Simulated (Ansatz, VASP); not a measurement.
# Ag: VASP beside Ansatz

```
Ag
1.0
     2.93000    0.00000    0.00000
    -1.46500    2.53745   -0.12687
     0.00000   -0.23950    4.79000
Ag
2
Direct
  0.33333 0.66667 0.25000
  0.66667 0.33333 0.75000
```

Change from the starting cell: strain -0.1000 x Voigt [0, 0, 0, 1, 0, 0], atoms carried along.

Alike in both runs: task single point; functional PBEsol; k mesh 18 × 18 × 10; occupations gaussian, width 0.15 eV; no spin polarisation.

|  | VASP | Ansatz |
| --- | --- | --- |
| version | VASP 6.6.1 | Ansatz 0.2.0 |
| potentials or method | VASP PAW PBE potentials, release 64 (Ag), cutoff 500 eV | scalar-relativistic, plane waves, PAW |
| valence electrons in the cell | 22 | 38 |

Ansatz gave:

```
gap on the k mesh at the Fermi level (eV)                     : none
pressure (GPa)                                                : -5.7
traceless stress, the component that is largest in VASP (GPa) : 2.41
rms of the force components (eV/Å)                            : 0.036
```

**Question.** What did VASP give for the same quantities?

**Answer.** gap on the k mesh at the Fermi level (eV): none; pressure (GPa): -5.8; traceless stress, the component that is largest in VASP (GPa): 2.39; rms of the force components (eV/Å): 0.036.

VASP's potentials were made for PBE, not for PBEsol. Atom by atom the forces differ by 0.000 eV/Å (rms over components). A gap of «none» marks a metal or a gap that the smearing closes. VASP's potentials hold 22 valence electrons a cell and Ansatz's 38, so a difference there can come from the potentials and not from the codes.
